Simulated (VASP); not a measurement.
Sc2InN3, 6 atoms in the cell. Symmetry: P6/mmm, No. 191, hexagonal system. Conventional cell: a = 5.092 Å, b = 5.092 Å, c = 5.061 Å, α = 90.00°, β = 90.00°, γ = 120.00°. Within 3.3 Å of Sc (site symmetry -6m2) lie 2 N at 2.53 Å and 3 Sc at 2.94 Å and 3 In at 2.94 Å. In (site symmetry 6/mmm) has 2 N at 2.53 Å and 6 Sc at 2.94 Å within 3.3 Å. N (site symmetry -6m2) has 2 Sc at 2.53 Å and 6 N at 2.94 Å within 3.3 Å. N (site symmetry 6/mmm) has 2 In at 2.53 Å and 6 N at 2.94 Å within 3.3 Å. 

- Program: VASP 6.6.1
- Task: single point
- Functional: PBE
- Potentials or basis: VASP PAW PBE potentials, release 64 (Sc_sv, In_d, N)
- Cutoff: 600 eV
- k mesh: 6 × 6 × 4
- Occupations: gaussian, width 0.1 eV
- Spin: collinear spin, ferromagnetic start
- Starting moments: [0.0, 0.0, 0.0, 1.0, 1.0, 1.0] μB
- Dipole correction: no
- Further INCAR settings: ALGO = Normal; EDIFF = 1e-06; NBANDS = 38

Potentials or basis: VASP PAW PBE potentials, release 64 (Sc_sv, In_d, N).

The run is started by

```sh
$ cat potpaw_PBE.64/Sc_sv/POTCAR potpaw_PBE.64/In_d/POTCAR potpaw_PBE.64/N/POTCAR > POTCAR
$ mpirun -np 1 vasp_std > vasp.out
```

Hardware: 1 thread of Intel Xeon 8259CL, with other jobs on the host.

**Question.** Estimate the wall time of this run.

**Answer.** Wall time 9.2 min on 1 thread of Intel Xeon 8259CL, on a shared host, peak memory 0.41 GiB. Counts: scf iterations 19, k points 21.
